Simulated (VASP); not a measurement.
# LaTe4: relaxation of cell and atoms with PBE

The system is LaTe4.

```xyz
5
Lattice="4.4914 0.0000 0.0000 0.0000 4.4914 0.0000 0.0000 0.0000 9.1635" Properties=species:S:1:pos:R:3 pbc="T T T"
La    0.0000    0.0000    3.9868
Te    2.2457    0.0000    1.6103
Te    0.0000    2.2457    1.6103
Te    2.2457    2.2457    6.1526
Te    0.0000    0.0000    6.9892
```

| Quantity | Value |
| --- | --- |
| Program | VASP 6.6.1 |
| Task | relaxation of cell and atoms |
| Functional | PBE |
| Potentials or basis | VASP PAW PBE potentials, release 64 (La, Te) |
| Cutoff | 600 eV |
| k mesh | 8 × 8 × 4 |
| Occupations | gaussian, width 0.1 eV |
| Spin | no spin polarisation |
| Dipole correction | no |
| Further INCAR settings | ALGO = Normal; EDIFF = 1e-06; IBRION = 2; EDIFFG = -0.01; NSW = 100; ISIF = 3 |

The relaxed volume is 37.34 Å³/atom. The relaxed cell is a = 4.506 Å, b = 4.506 Å, c = 9.196 Å, α = 90.00°, β = 90.00°, γ = 90.00°. The space group after relaxing (to 0.05 Å) is P4mm (No. 99). The energy gained by relaxing is 1.0 meV/atom and the ionic steps are 16. The pressure after relaxing is 0.0 GPa and the largest force after relaxing is 0.007 eV/Å.

Forces in eV/Å, atoms in the order of the input:
```
La   0.000  0.000  0.004
Te   0.000  0.000  0.003
Te   0.000  0.000  0.003
Te   0.000  0.000 -0.002
Te   0.000  0.000 -0.007
```

The path:
```csv
step,energy change (eV),largest force (eV/Å),pressure (GPa),volume (Å³)
1,0.0000,0.1243,-0.01,184.85
2,-0.0010,0.0847,0.03,184.80
3,-0.0021,0.0712,0.12,184.70
4,-0.0028,0.0669,0.01,185.41
5,-0.0030,0.0985,-0.17,186.44
6,-0.0030,0.0870,-0.13,186.11
7,-0.0035,0.0760,-0.11,186.23
8,-0.0043,0.0400,-0.09,186.61
9,-0.0042,0.0344,-0.05,187.37
10,-0.0046,0.0087,-0.08,186.95
11,-0.0048,0.0192,0.02,186.52
12,-0.0048,0.0205,0.03,186.48
13,-0.0048,0.0201,0.03,186.51
14,-0.0048,0.0116,-0.01,186.70
15,-0.0048,0.0114,-0.01,186.70
16,-0.0048,0.0073,-0.01,186.68
```

Final structure:
```yaml
crystal:
  lattice:
    - [4.50554, 0.00000, 0.00000]
    - [0.00000, 4.50554, 0.00000]
    - [0.00000, 0.00000, 9.19633]
  atoms:
    - { symbol: La, position: [0.00000, 0.00000, 0.43062] }
    - { symbol: Te, position: [0.50000, 0.00000, 0.17706] }
    - { symbol: Te, position: [0.00000, 0.50000, 0.17706] }
    - { symbol: Te, position: [0.50000, 0.50000, 0.67672] }
    - { symbol: Te, position: [0.00000, 0.00000, 0.75921] }
```

Levels at points of the mesh, in eV from the Fermi level:
```
           k point  band 13  band 14  band 15  band 16  band 17  band 18  band 19  band 20  band 21
(0.00, 0.00, 0.00)    -3.31    -2.12    -1.57    -1.33     1.14     1.14     1.22     1.28     1.54
(0.50, 0.00, 0.00)    -2.09    -1.95    -1.70    -1.60    -1.55    -1.42    -0.98    -0.90     1.65
(0.50, 0.50, 0.00)    -2.08    -1.97    -1.97    -1.97     1.01     1.01     1.47     1.55     1.70
(0.00, 0.00, 0.50)    -3.26    -2.92    -1.35    -1.25     1.13     1.13     1.18     1.28     1.54
(0.50, 0.00, 0.50)    -2.29    -1.91    -1.65    -1.62    -1.46    -1.42    -0.92    -0.82     1.65
(0.50, 0.50, 0.50)    -2.07    -2.07    -1.99    -1.67     1.10     1.10     1.21     1.55     1.75
```

Run time: 43 min on 1 thread of Oxide Virtual Turin-like Processor, on a shared host, peak memory 0.46 GiB.

Caveat: spin-orbit coupling is left out, which moves the levels of the heavy elements.
